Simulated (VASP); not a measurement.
# F (Cmce) in VASP: single point with PBE

Aim: the single point of F with PBE.

All numbers are computed with VASP 6.6.1; they aren't measurements. Logs are shortened: lines on timing, memory, paths and dates and some standing lists are left out, and cuts for length are marked.

## (1) The cell of the first run

The structure is orthorhombic, space group Cmce (No. 64). Conventional cell: a = 4.630 Å, b = 3.324 Å, c = 6.129 Å, α = 90.00°, β = 90.00°, γ = 90.00°. F (site symmetry m) has 1 F at 1.50 Å within 2.0 Å.

## (2) Single point, PBE

INCAR

```
SYSTEM = F
  PREC = Accurate
  ENCUT = 520
  EDIFF = 1E-6
  ISMEAR = -1
  SIGMA = 0.0664
  LREAL = .FALSE.
  LASPH = .TRUE.
  NELM = 60
  ALGO = Normal
  ISIF = 2
  LWAVE = .FALSE.
  LCHARG = .FALSE.
  GGA = PE
  NBANDS = 22
```

KPOINTS

```
regular mesh
0
G
  9 4 9
  0 0 0
```

POSCAR

```
F
1.0
   -2.3151530000      0.0000000000      1.6621610000
    0.0000000000     -6.1292200000      0.0000000000
    2.3151530000      0.0000000000      1.6621610000
F
4
Direct
    0.1300000000      0.9000000000      0.1300000000
    0.6300000000      0.6000000000      0.6300000000
    0.8700000000      0.1000000000      0.8700000000
    0.3700000000      0.4000000000      0.3700000000
```

Potentials or basis: VASP PAW PBE potentials, release 64 (F).

Started as:

```
> cat potpaw_PBE.64/F/POTCAR > POTCAR
> mpirun -np 1 vasp_std > vasp.out
```

OUTCAR:

```text
SYSTEM = F
   PREC = Accurate
   ENCUT = 520
   EDIFF = 1E-6
   ISMEAR = -1
   LREAL = .FALSE.
   LASPH = .TRUE.
   NELM = 60
   ISIF = 2
   GGA = PE

 ion  position               nearest neighbor table
   1  0.130  0.900  0.130-   3 1.50
   2  0.630  0.600  0.630-   4 1.50
   3  0.870  0.100  0.870-   1 1.50
   4  0.370  0.400  0.370-   2 1.50

  LATTYP: Found a base centered orthorhombic cell.
 ALAT       =     3.3243220000
 B/A-ratio  =     1.3928572503
 C/A-ratio  =     1.8437503948

  Lattice vectors:

 A1 = (   2.3151530000,   0.0000000000,   1.6621610000)
 A2 = (  -2.3151530000,   0.0000000000,   1.6621610000)
 A3 = (   0.0000000000,  -6.1292200000,   0.0000000000)

Analysis of symmetry for initial positions (statically):
=====================================================================
 Subroutine PRICEL returns:
 Original cell was already a primitive cell.

 Routine SETGRP: Setting up the symmetry group for a
 base centered orthorhombic supercell.

 Subroutine GETGRP returns: Found  8 space group operations
 (whereof  4 operations were pure point group operations)
 out of a pool of  8 trial point group operations.

The static configuration has the point symmetry C_2h.
 The point group associated with its full space group is D_2h.

Analysis of symmetry for dynamics (positions and initial velocities):
=====================================================================
 Subroutine PRICEL returns:
 Original cell was already a primitive cell.

 Routine SETGRP: Setting up the symmetry group for a
 base centered orthorhombic supercell.

 Subroutine GETGRP returns: Found  8 space group operations
 (whereof  4 operations were pure point group operations)
 out of a pool of  8 trial point group operations.

The dynamic configuration has the point symmetry C_2h.
 The point group associated with its full space group is D_2h.

 Subroutine INISYM returns: Found  8 space group operations
 (whereof  4 operations are pure point group operations),
 and found     1 'primitive' translations

----------------------------------------------------------------------------------------

                                     Primitive cell

  volume of cell :      47.1724

  direct lattice vectors                    reciprocal lattice vectors
    -2.315153000  0.000000000  1.662161000    -0.215968448  0.000000000  0.300813218
     0.000000000 -6.129220000  0.000000000     0.000000000 -0.163152897  0.000000000
     2.315153000  0.000000000  1.662161000     0.215968448  0.000000000  0.300813218

  length of vectors
     2.850037299  6.129220000  2.850037299     0.370311980  0.163152897  0.370311980

  position of ions in fractional coordinates (direct lattice)
     0.130000000  0.900000000  0.130000000
     0.630000000  0.600000000  0.630000000
     0.870000000  0.100000000  0.870000000
     0.370000000  0.400000000  0.370000000

  ion indices of the primitive-cell ions
   primitive index   ion index
                 1           1
                 2           2
                 3           3
                 4           4

----------------------------------------------------------------------------------------

 KPOINTS: regular mesh

Automatic generation of k-mesh.
 Grid dimensions read from file:
 generate k-points for:    9    4    9

 Generating k-lattice:

  Cartesian coordinates                     Fractional coordinates (reciprocal lattice)
    -0.023996494  0.000000000  0.033423691     0.111111111  0.000000000 -0.000000000
     0.000000000 -0.040788224  0.000000000     0.000000000  0.250000000  0.000000000
     0.023996494  0.000000000  0.033423691    -0.000000000  0.000000000  0.111111111

  Length of vectors
     0.041145776  0.040788224  0.041145776

  Shift w.r.t. Gamma in fractional coordinates (k-lattice)
     0.000000000  0.000000000  0.000000000

 Subroutine IBZKPT returns following result:
 ===========================================

 Found     75 irreducible k-points:

 Following reciprocal coordinates:
            Coordinates               Weight
  0.000000  0.000000  0.000000      1.000000
  0.111111  0.000000  0.000000      4.000000
  0.222222  0.000000  0.000000      4.000000
  0.333333  0.000000 -0.000000      4.000000
  0.444444  0.000000  0.000000      4.000000
  0.000000  0.250000  0.000000      2.000000
[... 16 lines left out ...]
 -0.111111  0.000000  0.111111      2.000000
  0.111111  0.250000  0.111111      4.000000
 [... further k-points ...]
   k-points           NKPTS =     75   k-points in BZ     NKDIM =     75   number of bands    NBANDS=     22
   number of dos      NEDOS =    301   number of ions     NIONS =      4
   total plane-waves  NPLWV =  27648
   dimension x,y,z NGX =    24 NGY =   48 NGZ =   24
   dimension x,y,z NGXF=    48 NGYF=   96 NGZF=   48
   ions per type =               4
   NGX,Y,Z   is equivalent  to a cutoff of  14.00, 13.02, 14.00 a.u.
   NGXF,Y,Z  is equivalent  to a cutoff of  28.00, 26.04, 28.00 a.u.
 SYSTEM =  F
   PREC   = accura    normal or accurate (medium, high low for compatibility)
   ISTART =      0    job   : 0-new  1-cont  2-samecut
   ICHARG =      2    charge: 1-file 2-atom 10-const
   ISPIN  =      1    spin polarized calculation?
   LNONCOLLINEAR =      F non collinear calculations
   LSORBIT =      F    spin-orbit coupling
   LASPH  =      T    aspherical Exc in radial PAW
   ENCUT  =  520.0 eV  38.22 Ry    6.18 a.u.   5.30 11.40  5.30*2*pi/ulx,y,z
   NELM   =     60;   NELMIN=  2; NELMDL= -5     # of ELM steps
   EDIFF  = 0.1E-05   stopping-criterion for ELM
   LREAL  =      F    real-space projection
   EDIFFG = 0.1E-04   stopping-criterion for IOM
   NSW    =      0    number of steps for IOM
   IBRION =     -1    ionic relax: 0-MD 1-quasi-New 2-CG
   NFREE  =      0    steps in history (QN), initial steepest desc. (CG)
   ISIF   =      2    stress and relaxation
   ISYM   =      2    0-nonsym 1-usesym 2-fastsym
   POTIM  = 0.5000    time-step for ionic-motion
   TEBEG  =    0.0;   TEEND  =   0.0 temperature during run
   PSTRESS=    0.0 pullay stress
   NELECT =      28.0000    total number of electrons
   NUPDOWN=      -1.0000    fix difference up-down
   EMIN   =  10.00;   EMAX   =-10.00  energy-range for DOS
   EFERMI =   0.00;   METHOD = LEGACY
   ISMEAR =    -1;   SIGMA  =   0.07  broadening in eV -4-tet -1-fermi 0-gaus
   EFERMI_NEDOS =   21; number of points for ismear=-14 and -15
   IALGO  =     38    algorithm
   IMIX   =      4    mixing-type and parameters
     AMIX     =   0.40;   BMIX     =  1.00
     AMIX_MAG =   1.60;   BMIX_MAG =  1.00
  volume/ion in A,a.u.               =      11.79        79.58
  Fermi-wavevector in a.u.,A,eV,Ry     =   1.375830  2.599942 25.754588  1.892909
  Thomas-Fermi vector in A             =   2.501130
   LORBIT       =      0    0 simple, 1 ext, 2 COOP (PROOUT), +10 PAW based schemes
   GGA     = PE    functional components
   LHFCALC =     F    Hartree Fock is set to
   AEXX    =    0.0000 exact exchange contribution
   IVDW    =     0    specifies the selected vdW correction
   LEPSILON=     F    determine dielectric tensor
   LRPA    =     F    only Hartree local field effects (RPA)
 non-spin polarized calculation
  energy-cutoff  :      520.00
  volume of cell :       47.17
 maximum number of plane-waves:      1293
 NGX is ok and might be reduce to    24
   NGX = 11   NGY = 23   NGZ = 11

 number of electron      27.9999983 magnetization

 Free energy of the ion-electron system (eV)
  ---------------------------------------------------
  ext. energy  EPLUGINS =         0.00000000
  ---------------------------------------------------
  free energy    TOTEN  =        -6.91969053 eV

  energy without entropy =       -6.91969041  energy(sigma->0) =       -6.91969047

 E-fermi :  -2.7941     XC(G=0):  -9.1644

 val. band max:       -3.9037875102   @ k =   0.4444   0.5000   0.0000
 cond. band min:      -1.8137014143   @ k =   0.0000   0.0000   0.0000
 fundamental gap:      2.0900860960
 Fermi energy:        -2.7940679893

 k-point     1 :       0.0000    0.0000    0.0000
  band No.  band energies     occupation
      1     -27.9361      2.00000
      2     -27.5719      2.00000
      3     -23.0591      2.00000
      4     -22.3760      2.00000
      5      -9.9369      2.00000
      6      -9.0233      2.00000
[... 14 lines left out ...]
     21      19.3754      0.00000
     22      19.6152      0.00000

 k-point     2 :       0.1111    0.0000    0.0000
  band No.  band energies     occupation
      1     -27.8948      2.00000
      2     -27.5504      2.00000
      3     -23.0392      2.00000
      4     -22.4002      2.00000
      5      -9.9405      2.00000
      6      -9.0597      2.00000
[... 14 lines left out ...]
     21      18.0653      0.00000
     22      19.6567      0.00000

 k-point     3 :       0.2222    0.0000    0.0000
  band No.  band energies     occupation
      1     -27.7842      2.00000
      2     -27.4993      2.00000
      3     -22.9850      2.00000
      4     -22.4689      2.00000
      5      -9.9437      2.00000
      6      -9.1724      2.00000
[... 14 lines left out ...]
     21      16.7859      0.00000
     22      18.6095      0.00000

 k-point     4 :       0.3333    0.0000   -0.0000
  band No.  band energies     occupation
      1     -27.6416      2.00000
      2     -27.4522      2.00000
      3     -22.9044      2.00000
      4     -22.5721      2.00000
      5      -9.9156      2.00000
      6      -9.3652      2.00000
[... 14 lines left out ...]
     21      15.8576      0.00000
     22      16.9632      0.00000

 k-point     5 :       0.4444    0.0000    0.0000
  band No.  band energies     occupation
      1     -27.5166      2.00000
      2     -27.4499      2.00000
      3     -22.8048      2.00000
      4     -22.6904      2.00000
      5      -9.8083      2.00000
      6      -9.6056      2.00000
[... 14 lines left out ...]
     21      14.6106      0.00000
     22      15.5517      0.00000

 k-point     6 :       0.0000    0.2500    0.0000
  band No.  band energies     occupation
      1     -27.8872      2.00000
      2     -27.6304      2.00000
      3     -22.9549      2.00000
      4     -22.4727      2.00000
      5      -9.8292      2.00000
      6      -9.1961      2.00000
[... 14 lines left out ...]
     21      19.3553      0.00000
     22      19.5150      0.00000

 k-point     7 :       0.1111    0.2500    0.0000
  band No.  band energies     occupation
      1     -27.8485      2.00000
      2     -27.6057      2.00000
      3     -22.9419      2.00000
      4     -22.4907      2.00000
      5      -9.8347      2.00000
      6      -9.2217      2.00000
[... 324 lines left out ...]
      6      -9.4717      2.00000
[... 14 lines left out ...]
     21      15.0844      0.00000
     22      15.8067      0.00000

 k-point    21 :      -0.3333    0.0000    0.1111
  band No.  band energies     occupation
      1     -27.6776      2.00000
      2     -27.4314      2.00000
      3     -22.9209      2.00000
      4     -22.4870      2.00000
      5      -9.8923      2.00000
      6      -9.2605      2.00000
[... 14 lines left out ...]
     21      16.3521      0.00000
     22      17.1372      0.00000

 k-point    22 :      -0.2222    0.0000    0.1111
  band No.  band energies     occupation
      1     -27.8039      2.00000
      2     -27.4862      2.00000
      3     -22.9859      2.00000
      4     -22.4081      2.00000
      5      -9.9038      2.00000
      6      -9.1218      2.00000
[... 14 lines left out ...]
     21      17.5784      0.00000
     22      18.8425      0.00000

 k-point    23 :      -0.1111    0.0000    0.1111
  band No.  band energies     occupation
      1     -27.8859      2.00000
      2     -27.5351      2.00000
      3     -23.0294      2.00000
      4     -22.3789      2.00000
      5      -9.9169      2.00000
      6      -9.0561      2.00000
[... 14 lines left out ...]
     21      19.1575      0.00000
     22      19.7030      0.00000

 k-point    24 :       0.1111    0.2500    0.1111
  band No.  band energies     occupation
      1     -27.7852      2.00000
      2     -27.5735      2.00000
      3     -22.9269      2.00000
      4     -22.5399      2.00000
      5      -9.8514      2.00000
      6      -9.2699      2.00000
[... 14 lines left out ...]
     21      16.8357      0.00000
     22      17.8418      0.00000

 [... further k-points ...]
[... 5 lines left out ...]
  --------------------------------------------------------------------------------------
  -------------------------------------------------------------------------------------
  Total        1.7109092     -2.5283493     -0.6071596      0.0000000      0.0000000      0.0000000
  in kB       58.1098239    -85.8735992    -20.6217456      0.0000000      0.0000000      0.0000000
  external PRESSURE =     -16.1285070 kB  Pullay stress =       0.0000000 kB

 VOLUME and BASIS-vectors are now :
 -----------------------------------------------------------------------------
  energy-cutoff  :      520.00
  volume of cell :       47.17
      direct lattice vectors                 reciprocal lattice vectors
    -2.315153000  0.000000000  1.662161000    -0.215968448  0.000000000  0.300813218
     0.000000000 -6.129220000  0.000000000     0.000000000 -0.163152897  0.000000000
     2.315153000  0.000000000  1.662161000     0.215968448  0.000000000  0.300813218

 POSITION                                       TOTAL-FORCE (eV/Angst)
 -----------------------------------------------------------------------------------
      0.00000     -5.51630      0.43216         0.000000     -1.262573     -1.080983
      0.00000     -3.67753      2.09432         0.000000      1.262573     -1.080983
      0.00000     -0.61292      2.89216         0.000000      1.262573      1.080983
      0.00000     -2.45169      1.23000         0.000000     -1.262573      1.080983
 -----------------------------------------------------------------------------------
    total drift:                               -0.000000     -0.000000     -0.000000

  FREE ENERGIE OF THE ION-ELECTRON SYSTEM (eV)
  ---------------------------------------------------
  free  energy   TOTEN  =        -6.9196905289 eV

  energy  without entropy=       -6.9196904138  energy(sigma->0) =       -6.91969047
```

Run time: 49 s. Hardware: 1 thread of Intel Xeon Platinum 8488C (Sapphire Rapids), shared host; peak memory 0.19 GiB.

Results:

```yaml
Free_energy: -6.9197 eV
Pressure: -1.6 GPa
Largest_force: 1.662 eV/Å
Band_gap_on_the_k_mesh: 2.09 eV (least direct gap 2.12 eV)
```

Forces in eV/Å, atoms in the order of the input:
```
F    0.000 -1.263 -1.081
F    0.000  1.263 -1.081
F    0.000  1.263  1.081
F    0.000 -1.263  1.081
```

Stress tensor (GPa, compression positive):
```
 5.81  0.00  0.00
 0.00 -8.59  0.00
 0.00  0.00 -2.06
```

Caveat: an odd mesh through Γ misses points on the zone boundary, where band edges can lie; forces of over 1 eV/Å act on the atoms, so gaps and moduli don't describe the material at rest.
